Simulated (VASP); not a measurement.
# HfB (Fm-3m) in VASP: settings compared, part 2 of 2

VASP 6.6.1.

## 3. Single point, r2SCAN

POSCAR

```
HfB
1.0
    0.0000000000      2.3100000000      2.3100000000
    2.3100000000      0.0000000000      2.3100000000
    2.3100000000      2.3100000000      0.0000000000
Hf B
1 1
Direct
    0.5000000000      0.5000000000      0.5000000000
    0.0000000000      0.0000000000      0.0000000000
```

INCAR.step1

```
PREC = Accurate ; ENCUT = 520
ISMEAR = -1 ; SIGMA = 0.05
LREAL = False ; LASPH = True
NELM = 80 ; NBANDS = 14
GGA = PE ; ALGO = Normal
EDIFF = 1E-4 ; LWAVE = True
LCHARG = False
```

INCAR.step2

```
PREC = Accurate ; ENCUT = 520
EDIFF = 1E-7 ; ISMEAR = -1
SIGMA = 0.05 ; LREAL = False
LASPH = True ; NELM = 80
ALGO = Normal ; ISIF = 2
LWAVE = False ; LCHARG = False
METAGGA = R2SCAN ; LMIXTAU = True
NBANDS = 14 ; ISTART = 1
```

KPOINTS

```
regular mesh
0
Gamma
  10 10 10
```

Potentials or basis: VASP PAW PBE potentials, release 64 (Hf_pv, B).

Started as:

```sh
$ cat potpaw_PBE.64/Hf_pv/POTCAR potpaw_PBE.64/B/POTCAR > POTCAR
$ cp INCAR.step1 INCAR
$ mpirun -np 1 vasp_std > vasp.out
$ cp INCAR.step2 INCAR
$ mpirun -np 1 vasp_std > vasp.out
```

OUTCAR:

```text
PREC = Accurate
   ENCUT = 520
   EDIFF = 1E-7
   ISMEAR = -1
   LREAL = False
   LASPH = True
   NELM = 80
   ISIF = 2
   METAGGA = R2SCAN
   ISTART = 1

 ion  position               nearest neighbor table
   1  0.500  0.500  0.500-   2 2.31   2 2.31   2 2.31   2 2.31   2 2.31   2 2.31
   2  0.000  0.000  0.000-   1 2.31   1 2.31   1 2.31   1 2.31   1 2.31   1 2.31

  LATTYP: Found a face centered cubic cell.
 ALAT       =     4.6200000000

  Lattice vectors:

 A1 = (   0.0000000000,   2.3100000000,   2.3100000000)
[... 583 lines left out ...]
      8       7.3185      0.00000
      9      11.6329      0.00000
     10      13.4934      0.00000
     11      13.7513      0.00000
     12      18.1927      0.00000
     13      18.6456      0.00000
     14      19.2956      0.00000

 [... further k-points ...]
[... 5 lines left out ...]
  --------------------------------------------------------------------------------------
  -------------------------------------------------------------------------------------
  Total        4.5523939      4.5523939      4.5523939      0.0000000      0.0000000     -0.0000000
  in kB      295.8587901    295.8587901    295.8587901      0.0000000      0.0000000     -0.0000000
  external PRESSURE =     295.8587901 kB  Pullay stress =       0.0000000 kB

 VOLUME and BASIS-vectors are now :
 -----------------------------------------------------------------------------
  energy-cutoff  :      520.00
  volume of cell :       24.65
      direct lattice vectors                 reciprocal lattice vectors
     0.000000000  2.310000000  2.310000000    -0.216450216  0.216450216  0.216450216
     2.310000000  0.000000000  2.310000000     0.216450216 -0.216450216  0.216450216
     2.310000000  2.310000000  0.000000000     0.216450216  0.216450216 -0.216450216

 POSITION                                       TOTAL-FORCE (eV/Angst)
 -----------------------------------------------------------------------------------
      2.31000      2.31000      2.31000        -0.000000     -0.000000      0.000000
      0.00000      0.00000      0.00000         0.000000      0.000000     -0.000000
 -----------------------------------------------------------------------------------
    total drift:                                0.000000     -0.000000      0.000000

  FREE ENERGIE OF THE ION-ELECTRON SYSTEM (eV)
  ---------------------------------------------------
  free  energy   TOTEN  =       -53.1532568642 eV

  energy  without entropy=      -53.1413322601  energy(sigma->0) =      -53.14729456
```

OUTCAR.step1:

```text
PREC = Accurate
   ENCUT = 520
   ISMEAR = -1
   LREAL = False
   LASPH = True
[... 628 lines left out ...]
      2.31000      2.31000      2.31000         0.000000     -0.000000     -0.000000
      0.00000      0.00000      0.00000        -0.000000      0.000000      0.000000
 -----------------------------------------------------------------------------------
    total drift:                               -0.000000     -0.000000      0.000000

  FREE ENERGIE OF THE ION-ELECTRON SYSTEM (eV)
  ---------------------------------------------------
  free  energy   TOTEN  =       -17.1493986089 eV

  energy  without entropy=      -17.1381658133  energy(sigma->0) =      -17.14378221
```

Wall time 62 s (1 thread of Intel Xeon Platinum 8488C (Sapphire Rapids), shared host); peak memory 0.16 GiB.

What came out:

```yaml
Free_energy: -53.1533 eV
Pressure: 29.6 GPa
```

Caveat: the PAW data sets were made with another functional, which shifts forces and pressure a little; spin-orbit coupling is left out, which moves the levels of the heavy elements.

## 4. Single point, r2SCAN+U

This run uses another cell than the first one, of 14.18 Å³/atom, 1.150 times its volume.

POSCAR

```
HfB
1.0
    0.0000000000      2.4202070861      2.4202070861
    2.4202070861      0.0000000000      2.4202070861
    2.4202070861      2.4202070861      0.0000000000
Hf B
1 1
Direct
    0.5000000000      0.5000000000      0.5000000000
    0.0000000000      0.0000000000      0.0000000000
```

INCAR.step1

```
ALGO = Normal ; EDIFF = 1E-4
ENCUT = 520 ; GGA = PE
ISMEAR = -1 ; LASPH = T
LCHARG = F ; LDAU = T
LDAUJ = 0 0 ; LDAUL = 2 -1
LDAUTYPE = 2 ; LDAUU = 1 0
LMAXMIX = 4 ; LREAL = F
LWAVE = T ; NBANDS = 14
NELM = 150 ; PREC = Accurate
SIGMA = 0.05
```

INCAR.step2

```
ALGO = Normal ; EDIFF = 1E-7
ENCUT = 520 ; ISIF = 2
ISMEAR = -1 ; ISTART = 1
LASPH = T ; LCHARG = T
LDAU = T ; LDAUJ = 0 0
LDAUL = 2 -1 ; LDAUPRINT = 1
LDAUTYPE = 2 ; LDAUU = 1 0
LELF = T ; LMAXMIX = 4
LMIXTAU = T ; LREAL = F
LVHAR = T ; LWAVE = F
METAGGA = R2SCAN ; NBANDS = 14
NELM = 150 ; PREC = Accurate
SIGMA = 0.05
```

KPOINTS

```
k-points
0
Gamma
  10 10 10
```

Started as:

```sh
$ cat potpaw_PBE.64/Hf_pv/POTCAR potpaw_PBE.64/B/POTCAR > POTCAR
$ cp INCAR.step1 INCAR
$ mpirun -np 1 vasp_std > vasp.out
$ cp INCAR.step2 INCAR
$ mpirun -np 1 vasp_std > vasp.out
```

It took 2.4 min on 1 thread of Intel Xeon Platinum 8488C (Sapphire Rapids), shared host; peak memory 0.17 GiB.

Results (log left out):

| Item | Value |
| --- | --- |
| Free energy | -52.7738 eV |
| Pressure | 1.1 GPa |

Levels at points of the mesh, in eV from the Fermi level:
| k point | band 3 | band 4 | band 5 | band 6 | band 7 | band 8 | band 9 | band 10 | band 11 | band 12 |
| --- | --- | --- | --- | --- | --- | --- | --- | --- | --- | --- |
| (0.00, 0.00, 0.00) | -30.37 | -9.78 | 2.44 | 2.44 | 2.44 | 3.72 | 3.72 | 3.72 | 3.90 | 3.90 |
| (0.50, 0.00, 0.00) | -30.42 | -5.06 | -4.82 | -1.17 | -1.17 | 6.18 | 6.18 | 7.03 | 7.94 | 13.10 |
| (0.50, 0.50, 0.00) | -30.53 | -6.87 | -1.57 | -0.60 | 1.92 | 1.92 | 5.60 | 7.36 | 7.36 | 8.20 |

Eigenvalues of the final occupation matrices:
| site | spin | trace | eigenvalues |
| --- | --- | --- | --- |
| site 1 d | 1 | 0.81 | 0.11 0.11 0.11 0.24 0.24 |
| site 1 d | 2 | 0.81 | 0.11 0.11 0.11 0.24 0.24 |

Caveat: the PAW data sets were made with another functional, which shifts forces and pressure a little; spin-orbit coupling is left out, which moves the levels of the heavy elements; U without spin polarisation on a metal has little footing; the U is typed as a test and isn't derived for this compound.

## 5. Overview

| level | U | cell | gap on the mesh (eV) | pressure (GPa) |
| --- | --- | --- | --- | --- |
| PBE | - | a = 3.267 Å, angles 60.0°, 2 atoms | none | 30.5 |
| r2SCAN | - | a = 3.267 Å, angles 60.0°, 2 atoms | none | 29.6 |
| r2SCAN+U | Hf d U = 1.0 eV | a = 3.423 Å, angles 60.0°, 2 atoms | none | 1.1 |

Alike in all rows: task single point; potentials or basis VASP PAW PBE potentials, release 64 (Hf_pv, B); no spin polarisation; k mesh 10 × 10 × 10; cutoff (eV) 520; smearing fermi-dirac 0.05 eV.

Caveats: spin-orbit coupling is left out, which moves the levels of the heavy elements; the PAW data sets were made with another functional, which shifts forces and pressure a little (some runs); U without spin polarisation on a metal has little footing (some runs); the U is typed as a test and isn't derived for this compound (some runs).

Total energies depend on the potentials used, so only differences within one code and one set of settings carry meaning.
